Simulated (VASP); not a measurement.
# Ce8CN8 (a cell with a defect) in VASP: single point with PBE

Aim: the single point of Ce8CN8 (a cell with a defect) with PBE.

All numbers are computed with VASP 6.6.1; they aren't measurements. Logs are shortened: lines on timing, memory, paths and dates and some standing lists are left out, and cuts for length are marked.

**1. The cell of the first run**

The cell holds a defect, 17 atoms: a = 7.087 Å, b = 7.087 Å, c = 7.087 Å, α = 60.00°, β = 60.00°, γ = 60.00°.

**2. Single point, PBE**

Input file INCAR:

```
  PREC = Accurate
  ENCUT = 520
  EDIFF = 1E-6
  ISMEAR = -1
  SIGMA = 0.05
  LREAL = Auto
  LASPH = T
  NELM = 60
  ALGO = Normal
  ISIF = 2
  LWAVE = F
  LCHARG = F
  GGA = PE
  NBANDS = 84
```

Input file KPOINTS:

```
regular mesh
0
Gamma
  2 2 2
```

Input file POSCAR:

```
Ce8CN8
1.0
    0.0000000000      5.0110000000      5.0110000000
    5.0110000000      0.0000000000      5.0110000000
    5.0110000000      5.0110000000      0.0000000000
Ce N C
8 8 1
Direct
   -0.0017814460      0.0038265886     -0.0012382589
    0.0017445268     -0.0009873063      0.4993920930
   -0.0017394269      0.4984076863     -0.0012277078
   -0.0017682586      0.4983932122      0.5041620098
    0.4986932536     -0.0011165578      0.0027795803
    0.4986040166     -0.0011913375      0.4991663269
    0.5036822734      0.4983892775     -0.0012449485
    0.4987934313      0.5020906457      0.4993398260
    0.2490597230      0.2510175337      0.2497286308
    0.2038611942      0.2649761904      0.7653587073
    0.2491574209      0.7493628167      0.2498174199
    0.2491106049      0.7493250254      0.7512871815
    0.7647179029      0.2648873201      0.2046828957
    0.7646572267      0.2648409798      0.7652499404
    0.7508780687      0.7492622538      0.2497051504
    0.7648029611      0.7040965383      0.7653339292
    0.6241083274      0.1245095331      0.6253362239
```

Potentials or basis: VASP PAW PBE potentials, release 64 (Ce, N, C).

Started as:

```
$ cat potpaw_PBE.64/Ce/POTCAR potpaw_PBE.64/N/POTCAR potpaw_PBE.64/C/POTCAR > POTCAR
$ mpirun -np 1 vasp_std > vasp.out
```

OUTCAR:

```text
PREC = Accurate
   ENCUT = 520
   EDIFF = 1E-6
   ISMEAR = -1
   LREAL = Auto
   LASPH = T
   NELM = 60
   ISIF = 2
   GGA = PE

 ion  position               nearest neighbor table
   1  0.998  0.004  0.999-  10 2.35  13 2.35  14 2.35
   2  0.002  0.999  0.499-  17 2.19
   3  0.998  0.498  0.999-  10 2.35  16 2.35  13 2.35
   4  0.998  0.498  0.504-  10 2.35  16 2.35  14 2.35
   5  0.499  0.999  0.003-  17 2.18
   6  0.499  0.999  0.499-  17 2.18
   7  0.504  0.498  0.999-  16 2.35  13 2.35  14 2.35
   8  0.499  0.502  0.499-  17 2.18
   9  0.249  0.251  0.250-
  10  0.204  0.265  0.765-   1 2.35   4 2.35   3 2.35
  11  0.249  0.749  0.250-
  12  0.249  0.749  0.751-
  13  0.765  0.265  0.205-   7 2.35   1 2.35   3 2.35
  14  0.765  0.265  0.765-   7 2.35   1 2.35   4 2.35
  15  0.751  0.749  0.250-
  16  0.765  0.704  0.765-   7 2.35   4 2.35   3 2.35
  17  0.624  0.125  0.625-   6 2.18   5 2.18   8 2.18   2 2.19

  LATTYP: Found a face centered cubic cell.
 ALAT       =    10.0220000000

  Lattice vectors:

 A1 = (   0.0000000000,   5.0110000000,   5.0110000000)
 A2 = (   5.0110000000,   0.0000000000,   5.0110000000)
 A3 = (   5.0110000000,   5.0110000000,   0.0000000000)

Analysis of symmetry for initial positions (statically):
=====================================================================
 Subroutine PRICEL returns:
 Original cell was already a primitive cell.

 Routine SETGRP: Setting up the symmetry group for a
 face centered cubic supercell.

 Subroutine GETGRP returns: Found  1 space group operations
 (whereof  1 operations were pure point group operations)
 out of a pool of 48 trial point group operations.

The static configuration has the point symmetry C_1 .

Analysis of symmetry for dynamics (positions and initial velocities):
=====================================================================
 Subroutine PRICEL returns:
 Original cell was already a primitive cell.

 Routine SETGRP: Setting up the symmetry group for a
 face centered cubic supercell.

 Subroutine GETGRP returns: Found  1 space group operations
 (whereof  1 operations were pure point group operations)
 out of a pool of 48 trial point group operations.

The dynamic configuration has the point symmetry C_1 .

 Subroutine INISYM returns: Found  1 space group operations
 (whereof  1 operations are pure point group operations),
 and found     1 'primitive' translations

----------------------------------------------------------------------------------------

                                     Primitive cell

  volume of cell :     251.6536

  direct lattice vectors                    reciprocal lattice vectors
     0.000000000  5.011000000  5.011000000    -0.099780483  0.099780483  0.099780483
     5.011000000  0.000000000  5.011000000     0.099780483 -0.099780483  0.099780483
     5.011000000  5.011000000  0.000000000     0.099780483  0.099780483 -0.099780483

  length of vectors
     7.086624161  7.086624161  7.086624161     0.172824866  0.172824866  0.172824866

  position of ions in fractional coordinates (direct lattice)
     0.998218554  0.003826589  0.998761741
     0.001744527  0.999012694  0.499392093
     0.998260573  0.498407686  0.998772292
     0.998231741  0.498393212  0.504162010
     0.498693254  0.998883442  0.002779580
     0.498604017  0.998808662  0.499166327
[... 9 lines left out ...]
     0.764802961  0.704096538  0.765333929
     0.624108327  0.124509533  0.625336224

  ion indices of the primitive-cell ions
   primitive index   ion index
                 1           1
                 2           2
                 3           3
                 4           4
                 5           5
                 6           6
[... 9 lines left out ...]
                16          16
                17          17

----------------------------------------------------------------------------------------

 KPOINTS: regular mesh

Automatic generation of k-mesh.
 Grid dimensions read from file:
 generate k-points for:    2    2    2

 Generating k-lattice:

  Cartesian coordinates                     Fractional coordinates (reciprocal lattice)
    -0.049890241  0.049890241  0.049890241     0.500000000  0.000000000  0.000000000
     0.049890241 -0.049890241  0.049890241     0.000000000  0.500000000  0.000000000
     0.049890241  0.049890241 -0.049890241     0.000000000  0.000000000  0.500000000

  Length of vectors
     0.086412433  0.086412433  0.086412433

  Shift w.r.t. Gamma in fractional coordinates (k-lattice)
     0.000000000  0.000000000  0.000000000

 Subroutine IBZKPT returns following result:
 ===========================================

 Found      8 irreducible k-points:

 Following reciprocal coordinates:
            Coordinates               Weight
  0.000000  0.000000  0.000000      1.000000
  0.500000  0.000000  0.000000      1.000000
  0.000000  0.500000  0.000000      1.000000
  0.000000  0.000000  0.500000      1.000000
  0.500000  0.500000  0.500000      1.000000
  0.500000  0.500000  0.000000      1.000000
  0.000000  0.500000  0.500000      1.000000
  0.500000  0.000000  0.500000      1.000000
   k-points           NKPTS =      8   k-points in BZ     NKDIM =      8   number of bands    NBANDS=     84
   number of dos      NEDOS =    301   number of ions     NIONS =     17
   total plane-waves  NPLWV = 157464
   dimension x,y,z NGX =    54 NGY =   54 NGZ =   54
   dimension x,y,z NGXF=   108 NGYF=  108 NGZF=  108
   ions per type =               8   8   1
   NGX,Y,Z   is equivalent  to a cutoff of  12.67, 12.67, 12.67 a.u.
   NGXF,Y,Z  is equivalent  to a cutoff of  25.34, 25.34, 25.34 a.u.
 SYSTEM =  unknown system
   PREC   = accura    normal or accurate (medium, high low for compatibility)
   ISTART =      0    job   : 0-new  1-cont  2-samecut
   ICHARG =      2    charge: 1-file 2-atom 10-const
   ISPIN  =      1    spin polarized calculation?
   LNONCOLLINEAR =      F non collinear calculations
   LSORBIT =      F    spin-orbit coupling
   LASPH  =      T    aspherical Exc in radial PAW
   ENCUT  =  520.0 eV  38.22 Ry    6.18 a.u.  13.18 13.18 13.18*2*pi/ulx,y,z
   NELM   =     60;   NELMIN=  2; NELMDL= -5     # of ELM steps
   EDIFF  = 0.1E-05   stopping-criterion for ELM
   LREAL  =      T    real-space projection
   EDIFFG = 0.1E-04   stopping-criterion for IOM
   NSW    =      0    number of steps for IOM
   IBRION =     -1    ionic relax: 0-MD 1-quasi-New 2-CG
   NFREE  =      0    steps in history (QN), initial steepest desc. (CG)
   ISIF   =      2    stress and relaxation
   ISYM   =      2    0-nonsym 1-usesym 2-fastsym
   POTIM  = 0.5000    time-step for ionic-motion
   TEBEG  =    0.0;   TEEND  =   0.0 temperature during run
   PSTRESS=    0.0 pullay stress
   NELECT =     140.0000    total number of electrons
   NUPDOWN=      -1.0000    fix difference up-down
   EMIN   =  10.00;   EMAX   =-10.00  energy-range for DOS
   EFERMI =   0.00;   METHOD = LEGACY
   ISMEAR =    -1;   SIGMA  =   0.05  broadening in eV -4-tet -1-fermi 0-gaus
   EFERMI_NEDOS =   21; number of points for ismear=-14 and -15
   IALGO  =     38    algorithm
   IMIX   =      4    mixing-type and parameters
     AMIX     =   0.40;   BMIX     =  1.00
     AMIX_MAG =   1.60;   BMIX_MAG =  1.00
  volume/ion in A,a.u.               =      14.80        99.90
  Fermi-wavevector in a.u.,A,eV,Ry     =   1.346428  2.544380 24.665568  1.812868
  Thomas-Fermi vector in A             =   2.474261
   LORBIT       =      0    0 simple, 1 ext, 2 COOP (PROOUT), +10 PAW based schemes
   GGA     = PE    functional components
   LHFCALC =     F    Hartree Fock is set to
   AEXX    =    0.0000 exact exchange contribution
   IVDW    =     0    specifies the selected vdW correction
   LEPSILON=     F    determine dielectric tensor
   LRPA    =     F    only Hartree local field effects (RPA)
 non-spin polarized calculation
  energy-cutoff  :      520.00
  volume of cell :      251.65
 maximum number of plane-waves:      6855
 NGX is ok and might be reduce to    54
   NGX = 27   NGY = 27   NGZ = 27

 number of electron     140.0000005 magnetization

 Free energy of the ion-electron system (eV)
  ---------------------------------------------------
  ext. energy  EPLUGINS =         0.00000000
  ---------------------------------------------------
  free energy    TOTEN  =      -142.08421042 eV

  energy without entropy =     -141.87879562  energy(sigma->0) =     -141.98150302

 E-fermi :   9.0976     XC(G=0): -11.8856

 val. band max:        9.0760744806   @ k =   0.0000   0.5000   0.0000
 cond. band min:       9.1411848479   @ k =   0.0000   0.5000   0.0000
 fundamental gap:      0.0651103672
 Fermi energy:         9.0975670336

 k-point     1 :       0.0000    0.0000    0.0000
  band No.  band energies     occupation
      1     -25.1641      2.00000
      2     -24.8275      2.00000
      3     -24.8269      2.00000
      4     -24.8262      2.00000
      5     -24.8209      2.00000
      6     -24.6896      2.00000
[... 74 lines left out ...]
     81       9.6509      0.00003
     82       9.7407      0.00001

 k-point     2 :       0.5000    0.0000    0.0000
  band No.  band energies     occupation
      1     -25.0210      2.00000
      2     -24.9739      2.00000
      3     -24.8057      2.00000
      4     -24.8049      2.00000
      5     -24.7848      2.00000
      6     -24.7329      2.00000
[... 74 lines left out ...]
     81       9.6861      0.00002
     82       9.7405      0.00001
[... 423 lines left out ...]
     81       9.6593      0.00003
     82       9.6756      0.00002

 k-point     8 :       0.5000    0.0000    0.5000
  band No.  band energies     occupation
      1     -24.9568      2.00000
      2     -24.9500      2.00000
      3     -24.8306      2.00000
      4     -24.8301      2.00000
      5     -24.8217      2.00000
      6     -24.7887      2.00000
[... 74 lines left out ...]
     81       9.6593      0.00003
     82       9.6756      0.00002
 [bands above 82 left out]

------------------------ aborting loop because EDIFF is reached ----------------------------------------

  FORCE on cell =-STRESS in cart. coord.  units (eV):
  Direction    XX          YY          ZZ          XY          YZ          ZX
  --------------------------------------------------------------------------------------
  -------------------------------------------------------------------------------------
  Total       18.2236871     18.2241776     18.2189005     -0.0036919     -0.0014654     -0.0021373
  in kB      116.0228767    116.0259991    115.9924022     -0.0235050     -0.0093296     -0.0136071
  external PRESSURE =     116.0137593 kB  Pullay stress =       0.0000000 kB

 VOLUME and BASIS-vectors are now :
 -----------------------------------------------------------------------------
  energy-cutoff  :      520.00
  volume of cell :      251.65
      direct lattice vectors                 reciprocal lattice vectors
     0.000000000  5.011000000  5.011000000    -0.099780483  0.099780483  0.099780483
     5.011000000  0.000000000  5.011000000     0.099780483 -0.099780483  0.099780483
     5.011000000  5.011000000  0.000000000     0.099780483  0.099780483 -0.099780483

 POSITION                                       TOTAL-FORCE (eV/Angst)
 -----------------------------------------------------------------------------------
      5.02397     10.00687      5.02125         0.004050     -0.004820      0.002156
      7.50851      2.51120      5.01479        -0.022938      0.021802      0.018749
      7.50237     10.00713      7.49980        -0.004941     -0.006554     -0.008704
      5.02380      7.52850      7.49959         0.005197      0.003963     -0.007201
      5.01933      2.51288      7.50436         0.012801      0.012427     -0.019445
      7.50635      4.99983      7.50353        -0.010378     -0.010360     -0.014395
[... 9 lines left out ...]
      7.36332      7.66752      7.36066         0.003794     -0.003285      0.004670
      3.75748      6.26097      3.75132        -0.000988     -0.001292      0.000701
 -----------------------------------------------------------------------------------
    total drift:                               -0.001640     -0.002079     -0.002796

  FREE ENERGIE OF THE ION-ELECTRON SYSTEM (eV)
  ---------------------------------------------------
  free  energy   TOTEN  =      -142.0842104208 eV

  energy  without entropy=     -141.8787956207  energy(sigma->0) =     -141.98150302
```

Run time: 23 min. Hardware: 1 thread of AMD EPYC 7R13 (Zen 3), shared host; peak memory 0.45 GiB.

What came out:

```
Free energy            : -142.0842 eV
Pressure               : 11.6 GPa
Largest force          : 0.037 eV/Å
Band gap on the k mesh : 0.07 eV
```

Forces on the atoms (eV/Å):
```
Ce   0.004 -0.005  0.002
Ce  -0.023  0.022  0.019
Ce  -0.005 -0.007 -0.009
Ce   0.005  0.004 -0.007
Ce   0.013  0.012 -0.019
Ce  -0.010 -0.010 -0.014
Ce  -0.004  0.003  0.002
Ce   0.019 -0.021  0.015
N   -0.003  0.003 -0.004
N   -0.004  0.004  0.005
N    0.003  0.003  0.003
N   -0.003 -0.003  0.003
N    0.002  0.002  0.001
N    0.000  0.001  0.003
N    0.002 -0.003 -0.004
N    0.004 -0.003  0.005
C   -0.001 -0.001  0.001
```

Levels at points of the mesh, in eV from the valence-band top:
```
           k point  band 68  band 69  band 70  band 71  band 72  band 73
(0.00, 0.00, 0.00)    -0.64    -0.63    -0.63     0.13     0.30     0.47
(0.50, 0.00, 0.00)    -0.55     0.00     0.00     0.07     0.07     0.07
(0.00, 0.50, 0.00)    -0.55     0.00     0.00     0.07     0.07     0.07
(0.00, 0.00, 0.50)    -0.54     0.00     0.00     0.07     0.07     0.08
(0.50, 0.50, 0.50)    -0.54     0.00     0.00     0.07     0.07     0.08
(0.50, 0.50, 0.00)    -0.58    -0.15    -0.04     0.28     0.29     0.32
(0.00, 0.50, 0.50)    -0.58    -0.15    -0.04     0.28     0.28     0.32
(0.50, 0.00, 0.50)    -0.58    -0.15    -0.04     0.28     0.28     0.32
```

Caveat: the k points lie up to 0.54 Å⁻¹ apart; spin-orbit coupling is left out, which moves the levels of the heavy elements; without U or exact exchange the open f shell lies at the Fermi level, which spoils levels, moments and volumes. Spin polarisation is off, so any magnetic state and its effect on volume and gap are missing.
